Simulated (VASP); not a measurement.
# PbS (gw) (I4/mmm) in VASP: single point with PBEsol

Aim: the single point of PbS (gw) with PBEsol.

Program: VASP 6.6.1. These are calculated values, not measurements. Logs are shortened: lines on timing, memory, paths and dates and some standing lists are left out, and cuts for length are marked.

## (1) The cell of the first run

It takes space group I4/mmm (No. 139, tetragonal). Conventional cell: a = 4.178 Å, b = 4.178 Å, c = 5.845 Å, α = 90.00°, β = 90.00°, γ = 90.00°. Within 3.8 Å of Pb (site symmetry 4/mmm) lie 6 S at 2.92 to 2.95 Å. S (site symmetry 4/mmm) has 6 Pb at 2.92 to 2.95 Å within 3.8 Å.

## (2) Single point, PBEsol

INCAR

```
ALGO     = Normal         # electronic algorithm
EDIFF    = 1E-6           # SCF threshold, eV
ENCUT    = 500            # plane-wave cutoff, eV
GGA      = PS             # functional
GGA_COMPAT= False        
ISIF     = 2              # what is computed and relaxed
ISMEAR   = 0              # smearing method
LASPH    = True           # aspherical terms in the spheres
LCHARG   = False          # write CHGCAR
LREAL    = False          # projectors in reciprocal space
LWAVE    = False          # write WAVECAR
NBANDS   = 17             # bands
NELM     = 120            # most SCF steps
PREC     = Accurate       # precision mode
SIGMA    = 0.01           # smearing width, eV
```

KPOINTS

```
k-points
0
Gamma
  4 4 4
```

POSCAR

```
PbS
1.0
    0.0000000000      2.9544655914      2.9223668808
    2.9544655914      0.0000000000      2.9223668808
    2.9544655914      2.9544655914      0.0000000000
Pb S
1 1
Direct
    0.0000000000      0.0000000000      0.0000000000
    0.5000000000      0.5000000000      0.5000000000
```

Potentials or basis: VASP PAW PBE potentials, release 64 (Pb_d, S).

Run with:

```sh
> cat potpaw_PBE.64/Pb_d/POTCAR potpaw_PBE.64/S/POTCAR > POTCAR
> mpirun -np 1 vasp_std > vasp.out
```

OUTCAR:

```text
EDIFF = 1E-6
   ENCUT = 500
   GGA = PS
   ISIF = 2
   ISMEAR = 0
   LASPH = True
   LREAL = False
   NELM = 120
   PREC = Accurate

 ion  position               nearest neighbor table
   1  0.000  0.000  0.000-   2 2.92   2 2.92   2 2.95   2 2.95   2 2.95   2 2.95
   2  0.500  0.500  0.500-   1 2.92   1 2.92   1 2.95   1 2.95   1 2.95   1 2.95

  LATTYP: Found a body centered tetragonal cell.
 ALAT       =     4.1782453089
 C/A-ratio  =     1.3988488778

  Lattice vectors:

 A1 = (   0.0000000000,  -2.9544655914,  -2.9223668808)
 A2 = (   0.0000000000,   2.9544655914,  -2.9223668808)
 A3 = (   2.9544655914,   0.0000000000,   2.9223668808)

Analysis of symmetry for initial positions (statically):
=====================================================================
 Subroutine PRICEL returns:
 Original cell was already a primitive cell.

 Routine SETGRP: Setting up the symmetry group for a
 body centered tetragonal supercell.

 Subroutine GETGRP returns: Found 16 space group operations
 (whereof 16 operations were pure point group operations)
 out of a pool of 16 trial point group operations.

The static configuration has the point symmetry D_4h.

Analysis of symmetry for dynamics (positions and initial velocities):
=====================================================================
 Subroutine PRICEL returns:
 Original cell was already a primitive cell.

 Routine SETGRP: Setting up the symmetry group for a
 body centered tetragonal supercell.

 Subroutine GETGRP returns: Found 16 space group operations
 (whereof 16 operations were pure point group operations)
 out of a pool of 16 trial point group operations.

The dynamic configuration has the point symmetry D_4h.

 Subroutine INISYM returns: Found 16 space group operations
 (whereof 16 operations are pure point group operations),
 and found     1 'primitive' translations

----------------------------------------------------------------------------------------

                                     Primitive cell

  volume of cell :      51.0179

  direct lattice vectors                    reciprocal lattice vectors
     0.000000000  2.954465591  2.922366881    -0.169235344  0.169235344  0.171094192
     2.954465591  0.000000000  2.922366881     0.169235344 -0.169235344  0.171094192
     2.954465591  2.954465591  0.000000000     0.169235344  0.169235344 -0.171094192

  length of vectors
     4.155610078  4.155610078  4.178245309     0.294201335  0.294201335  0.294201335

  position of ions in fractional coordinates (direct lattice)
     0.000000000  0.000000000  0.000000000
     0.500000000  0.500000000  0.500000000

  ion indices of the primitive-cell ions
   primitive index   ion index
                 1           1
                 2           2

----------------------------------------------------------------------------------------

 KPOINTS: k-points

Automatic generation of k-mesh.
 Grid dimensions read from file:
 generate k-points for:    4    4    4

 Generating k-lattice:

  Cartesian coordinates                     Fractional coordinates (reciprocal lattice)
    -0.042308836  0.042308836  0.042773548     0.250000000  0.000000000  0.000000000
     0.042308836 -0.042308836  0.042773548     0.000000000  0.250000000  0.000000000
     0.042308836  0.042308836 -0.042773548    -0.000000000 -0.000000000  0.250000000

  Length of vectors
     0.073550334  0.073550334  0.073550334

  Shift w.r.t. Gamma in fractional coordinates (k-lattice)
     0.000000000  0.000000000  0.000000000

 Subroutine IBZKPT returns following result:
 ===========================================

 Found     13 irreducible k-points:

 Following reciprocal coordinates:
            Coordinates               Weight
  0.000000  0.000000  0.000000      1.000000
  0.250000  0.000000  0.000000      8.000000
  0.500000  0.000000  0.000000      4.000000
  0.250000  0.250000  0.000000      2.000000
  0.500000  0.250000  0.000000      8.000000
 -0.250000  0.250000  0.000000      4.000000
  0.500000  0.500000  0.000000      1.000000
  0.250000  0.000000  0.250000      4.000000
  0.500000  0.000000  0.250000     16.000000
 -0.250000  0.000000  0.250000      8.000000
 -0.250000  0.500000  0.250000      4.000000
  0.500000  0.000000  0.500000      2.000000
 -0.250000  0.250000  0.500000      2.000000
   k-points           NKPTS =     13   k-points in BZ     NKDIM =     13   number of bands    NBANDS=     17
   number of dos      NEDOS =    301   number of ions     NIONS =      2
   total plane-waves  NPLWV =  27000
   dimension x,y,z NGX =    30 NGY =   30 NGZ =   30
   dimension x,y,z NGXF=    60 NGYF=   60 NGZF=   60
   ions per type =               1   1
   NGX,Y,Z   is equivalent  to a cutoff of  12.00, 12.00, 11.94 a.u.
   NGXF,Y,Z  is equivalent  to a cutoff of  24.00, 24.00, 23.87 a.u.
 SYSTEM =  unknown system
   PREC   = accura    normal or accurate (medium, high low for compatibility)
   ISTART =      0    job   : 0-new  1-cont  2-samecut
   ICHARG =      2    charge: 1-file 2-atom 10-const
   ISPIN  =      1    spin polarized calculation?
   LNONCOLLINEAR =      F non collinear calculations
   LSORBIT =      F    spin-orbit coupling
   LASPH  =      T    aspherical Exc in radial PAW
   ENCUT  =  500.0 eV  36.75 Ry    6.06 a.u.   7.58  7.58  7.62*2*pi/ulx,y,z
   NELM   =    120;   NELMIN=  2; NELMDL= -5     # of ELM steps
   EDIFF  = 0.1E-05   stopping-criterion for ELM
   LREAL  =      F    real-space projection
   EDIFFG = 0.1E-04   stopping-criterion for IOM
   NSW    =      0    number of steps for IOM
   IBRION =     -1    ionic relax: 0-MD 1-quasi-New 2-CG
   NFREE  =      0    steps in history (QN), initial steepest desc. (CG)
   ISIF   =      2    stress and relaxation
   ISYM   =      2    0-nonsym 1-usesym 2-fastsym
   POTIM  = 0.5000    time-step for ionic-motion
   TEBEG  =    0.0;   TEEND  =   0.0 temperature during run
   PSTRESS=    0.0 pullay stress
   NELECT =      20.0000    total number of electrons
   NUPDOWN=      -1.0000    fix difference up-down
   EMIN   =  10.00;   EMAX   =-10.00  energy-range for DOS
   EFERMI =   0.00;   METHOD = LEGACY
   ISMEAR =     0;   SIGMA  =   0.01  broadening in eV -4-tet -1-fermi 0-gaus
   EFERMI_NEDOS =   21; number of points for ismear=-14 and -15
   IALGO  =     38    algorithm
   IMIX   =      4    mixing-type and parameters
     AMIX     =   0.40;   BMIX     =  1.00
     AMIX_MAG =   1.60;   BMIX_MAG =  1.00
  volume/ion in A,a.u.               =      25.51       172.14
  Fermi-wavevector in a.u.,A,eV,Ry     =   1.198148  2.264172 19.531975  1.435560
  Thomas-Fermi vector in A             =   2.334045
   LORBIT       =      0    0 simple, 1 ext, 2 COOP (PROOUT), +10 PAW based schemes
   GGA     = PS    functional components
   LHFCALC =     F    Hartree Fock is set to
   AEXX    =    0.0000 exact exchange contribution
   IVDW    =     0    specifies the selected vdW correction
   LEPSILON=     F    determine dielectric tensor
   LRPA    =     F    only Hartree local field effects (RPA)
 non-spin polarized calculation
 Gauss-broadening in eV      SIGMA  =   0.01
  energy-cutoff  :      500.00
  volume of cell :       51.02
 maximum number of plane-waves:      1308
   NGX = 15   NGY = 15   NGZ = 15

 number of electron      20.0000004 magnetization

 Free energy of the ion-electron system (eV)
  ---------------------------------------------------
  ext. energy  EPLUGINS =         0.00000000
  ---------------------------------------------------
  free energy    TOTEN  =        -9.44025015 eV

  energy without entropy =       -9.44025015  energy(sigma->0) =       -9.44025015

 E-fermi :   6.0647     XC(G=0):  -9.9938

 val. band max:        6.0132106614   @ k =   0.5000   0.0000   0.0000
 cond. band min:       6.1789776168   @ k =   0.5000   0.0000   0.0000
 fundamental gap:      0.1657669554
 Fermi energy:         6.0647439810

 k-point     1 :       0.0000    0.0000    0.0000
  band No.  band energies     occupation
      1     -10.7955      2.00000
      2     -10.7939      2.00000
      3     -10.7939      2.00000
      4     -10.7855      2.00000
      5     -10.7794      2.00000
      6      -7.8264      2.00000
[... 9 lines left out ...]
     16      12.6171      0.00000
     17      14.3584      0.00000

 k-point     2 :       0.2500    0.0000    0.0000
  band No.  band energies     occupation
      1     -10.8042      2.00000
      2     -10.8009      2.00000
      3     -10.7927      2.00000
      4     -10.7666      2.00000
      5     -10.7657      2.00000
      6      -7.2963      2.00000
[... 9 lines left out ...]
     16      13.8260      0.00000
     17      17.7624      0.00000

 k-point     3 :       0.5000    0.0000    0.0000
  band No.  band energies     occupation
      1     -10.8207      2.00000
      2     -10.8179      2.00000
      3     -10.7921      2.00000
      4     -10.7425      2.00000
      5     -10.7393      2.00000
      6      -6.5010      2.00000
[... 9 lines left out ...]
     16      16.0720      0.00000
     17      16.5015      0.00000

 k-point     4 :       0.2500    0.2500    0.0000
  band No.  band energies     occupation
      1     -10.8469      2.00000
      2     -10.8105      2.00000
      3     -10.7703      2.00000
      4     -10.7601      2.00000
      5     -10.7601      2.00000
      6      -7.0766      2.00000
[... 9 lines left out ...]
     16      15.9899      0.00000
     17      15.9908      0.00000
[... 123 lines left out ...]
      1     -10.9128      2.00000
      2     -10.7812      2.00000
      3     -10.7797      2.00000
      4     -10.7748      2.00000
      5     -10.7237      2.00000
      6      -5.9685      2.00000
[... 9 lines left out ...]
     16      18.0612      0.00000
     17      18.2497      0.00000

 k-point    12 :       0.5000    0.0000    0.5000
  band No.  band energies     occupation
      1     -10.9615      2.00000
      2     -10.8227      2.00000
      3     -10.7526      2.00000
      4     -10.7308      2.00000
      5     -10.7234      2.00000
      6      -6.0407      2.00000
[... 9 lines left out ...]
     16      18.1791      0.00000
     17      18.3153      0.00000

 k-point    13 :      -0.2500    0.2500    0.5000
  band No.  band energies     occupation
      1     -10.9069      2.00000
      2     -10.7811      2.00000
      3     -10.7747      2.00000
      4     -10.7747      2.00000
      5     -10.7308      2.00000
      6      -5.9977      2.00000
[... 9 lines left out ...]
     16      17.8904      0.00000
     17      18.1653      0.00000

------------------------ aborting loop because EDIFF is reached ----------------------------------------

  FORCE on cell =-STRESS in cart. coord.  units (eV):
  Direction    XX          YY          ZZ          XY          YZ          ZX
  --------------------------------------------------------------------------------------
  -------------------------------------------------------------------------------------
  Total       -0.0025471     -0.0025471      0.5315946      0.0000000     -0.0000000     -0.0000000
  in kB       -0.0799885     -0.0799885     16.6943128      0.0000000     -0.0000000     -0.0000000
  external PRESSURE =       5.5114453 kB  Pullay stress =       0.0000000 kB

 VOLUME and BASIS-vectors are now :
 -----------------------------------------------------------------------------
  energy-cutoff  :      500.00
  volume of cell :       51.02
      direct lattice vectors                 reciprocal lattice vectors
     0.000000000  2.954465591  2.922366881    -0.169235344  0.169235344  0.171094192
     2.954465591  0.000000000  2.922366881     0.169235344 -0.169235344  0.171094192
     2.954465591  2.954465591  0.000000000     0.169235344  0.169235344 -0.171094192

 POSITION                                       TOTAL-FORCE (eV/Angst)
 -----------------------------------------------------------------------------------
      0.00000      0.00000      0.00000        -0.000000      0.000000     -0.000000
      2.95447      2.95447      2.92237         0.000000     -0.000000      0.000000
 -----------------------------------------------------------------------------------
    total drift:                               -0.000000      0.000000      0.000000

  FREE ENERGIE OF THE ION-ELECTRON SYSTEM (eV)
  ---------------------------------------------------
  free  energy   TOTEN  =        -9.4402501486 eV

  energy  without entropy=       -9.4402501486  energy(sigma->0) =       -9.44025015
```

It took 6.2 s on 1 thread of Intel Xeon 6975P-C (Granite Rapids), shared host; peak memory 0.16 GiB.

What came out:

* Free energy: -9.4403 eV
* Pressure: 0.6 GPa
* Band gap on the k mesh: 0.17 eV, direct

Levels at points of the mesh, in eV from the valence-band top:
```tsv
k point	band 8	band 9	band 10	band 11	band 12	band 13
(0.00, 0.00, 0.00)	-2.37	-2.28	-2.28	5.11	5.11	5.37
(0.50, 0.00, 0.00)	-1.91	-1.89	0.00	0.17	1.78	1.85
(0.50, 0.50, 0.00)	-5.49	-3.66	-3.66	3.56	5.65	5.66
(0.50, 0.00, 0.50)	-5.47	-3.69	-3.58	3.61	5.53	5.60
```

Caveat: the k points lie up to 0.46 Å⁻¹ apart; the PAW data sets were made with another functional, which shifts forces and pressure a little; spin-orbit coupling is left out, which moves the levels of the heavy elements. A k mesh can miss the band edges.
